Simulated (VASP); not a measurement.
A run of VASP 6.6.1 is set up as follows.

File POSCAR:

```
LiCl
1.0
    0.0000000000      2.5560362741      2.5560362741
    2.5560362741      0.0000000000      2.5560362741
    2.5560362741      2.5560362741      0.0000000000
Li Cl
1 1
Direct
    0.0000000000      0.0000000000      0.0000000000
    0.5000000000      0.5000000000      0.5000000000
```

INCAR.step1

```
ALGO = Normal
EDIFF = 1E-4
ENCUT = 520
GGA = PE
ISMEAR = -1
LASPH = T
LCHARG = F
LREAL = F
LWAVE = T
NBANDS = 12
NELM = 60
PREC = Accurate
SIGMA = 0.02
```

Contents of INCAR.step2:

```
ALGO = Normal
EDIFF = 1E-6
ENCUT = 520
ISIF = 2
ISMEAR = -1
ISTART = 1
LASPH = T
LCHARG = T
LELF = T
LMIXTAU = T
LREAL = F
LVHAR = T
LWAVE = F
METAGGA = R2SCAN
NBANDS = 12
NELM = 60
PREC = Accurate
SIGMA = 0.02
```

File KPOINTS:

```
k-points
0
Gamma
  8 8 8
```

Potentials or basis: VASP PAW PBE potentials, release 64 (Li_sv, Cl).

Command:

```console
$ cat potpaw_PBE.64/Li_sv/POTCAR potpaw_PBE.64/Cl/POTCAR > POTCAR
$ cp INCAR.step1 INCAR
$ mpirun -np 1 vasp_std > vasp.out
$ cp INCAR.step2 INCAR
$ mpirun -np 1 vasp_std > vasp.out
```

Task: What does it give for the band gap on the k mesh?

Result: 7.36 eV.

 A k mesh can miss the band edges.
